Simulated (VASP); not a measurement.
A run of VASP 6.6.1 is set up as follows.

Contents of INCAR:

```
PREC = Accurate
ENCUT = 520
EDIFF = 1E-6
ISMEAR = 0
SIGMA = 0.1
LREAL = F
LASPH = T
NELM = 100
ALGO = Normal
ISIF = 2
LWAVE = F
LCHARG = F
GGA = PE
NBANDS = 23
```

File KPOINTS:

```
regular mesh
0
Gamma
  12 12 4
```

POSCAR

```
RbMgH2
1.0
    3.9203731307      0.0000000000      0.0000000000
   -1.9601865653      3.3951427235      0.0000000000
    0.0000000000      0.0000000000     12.0496300310
Rb Mg H
2 2 4
Direct
    0.0000000000      0.0000000000      0.0000000000
    0.0000000000      0.0000000000      0.5000000000
    0.6666666667      0.3333333333      0.2500000000
    0.3333333333      0.6666666667      0.7500000000
    0.0000000000      0.0000000000      0.2500000000
    0.0000000000      0.0000000000      0.7500000000
    0.3333333333      0.6666666667      0.2500000000
    0.6666666667      0.3333333333      0.7500000000
```

Potentials or basis: VASP PAW PBE potentials, release 64 (Rb_sv, Mg, H).

Launch:

```console
$ cat potpaw_PBE.64/Rb_sv/POTCAR potpaw_PBE.64/Mg/POTCAR potpaw_PBE.64/H/POTCAR > POTCAR
$ mpirun -np 1 vasp_std > vasp.out
```

Problem. Predict the band gap on the k mesh.

Solution. Zero (bands 13 and 14 overlap by 1.61 eV).

Problem. Predict the pressure.

Solution. -0.1 GPa.
